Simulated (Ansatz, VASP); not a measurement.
**MoS in VASP and in Ansatz**

INCAR

```
  ALGO = Normal
  EDIFF = 1E-6
  ENCUT = 520
  GGA = PE
  ISIF = 2
  ISMEAR = 0
  ISPIN = 2
  LASPH = T
  LCHARG = F
  LDAU = T
  LDAUJ = 0 0
  LDAUL = 2 -1
  LDAUPRINT = 1
  LDAUTYPE = 2
  LDAUU = 4.38 0
  LMAXMIX = 4
  LORBIT = 11
  LREAL = F
  LWAVE = F
  MAGMOM = 2 0
  NBANDS = 21
  NELM = 150
  PREC = Accurate
  SIGMA = 0.1
```

Contents of KPOINTS:

```
k-points
0
Gamma
  12 12 12
```

POSCAR

```
MoS
1.0
    0.0000000000      2.9755887184      2.9755887184
    2.9755887184      0.0000000000      2.9755887184
    2.9755887184      2.9755887184      0.0000000000
Mo S
1 1
Direct
    0.0000000000      0.0000000000      0.0000000000
    0.2500000000      0.2500000000      0.2500000000
```

Input for Ansatz:

```yaml
crystal:
  lattice:
    - [0.0, 2.9755887196, 2.9755887196]
    - [2.9755887196, 0.0, 2.9755887196]
    - [2.9755887196, 2.9755887196, 0.0]
  atoms:
    - { symbol: Mo, position: [0.0, 0.0, 0.0], spin: 2.0 }
    - { symbol: S, position: [0.25, 0.25, 0.25] }
basis:
  ecutwfc: 420
kpoints:
  mp_grid: { grid: [12, 12, 12] }
hamiltonian:
  xc: pbe
  hubbard: { sites: [{ species: Mo, l: d, u_eff: 4.38 }] }
scf:
  occupations: { method: gaussian, width: 0.1 }
output:
  forces: true
  stress: true
  eigenvalues: true
  populations: true
  write_density: true
  write_potential: true
  elf: true
  volumetric_format: npy
magnetization:
  spin_polarized: true
```

Alike in both runs: task single point; functional PBE; k mesh 12 × 12 × 12; occupations gaussian, width 0.1 eV; collinear spin; Hubbard terms Mo d U = 4.38 eV.

```csv
,VASP,Ansatz
version,VASP 6.6.1,Ansatz 0.2.0
potentials or method,"VASP PAW PBE potentials, release 64 (Mo_sv, S), cutoff 520 eV","scalar-relativistic, plane waves, PAW"
valence electrons in the cell,20,20
```

|  | VASP | Ansatz | Ansatz less VASP |
| --- | --- | --- | --- |
| gap on the k mesh at the Fermi level (eV) | none | none | - |
| pressure (GPa) | -0.9 | 0.0 | +0.93 |
| net moment per atom (μB) | 2.00 | 2.00 | 0.000 |
| size of the moment on the site where the two differ most (μB) | 3.56 | 2.98 | -0.570 |

Site moments also hang on the region over which each program counts them. The programs project onto different local orbitals, so the same U acts differently, and such runs can settle in different states. A gap of «none» marks a metal or a gap that the smearing closes. Ansatz's warnings: filled band counts differ across k points.
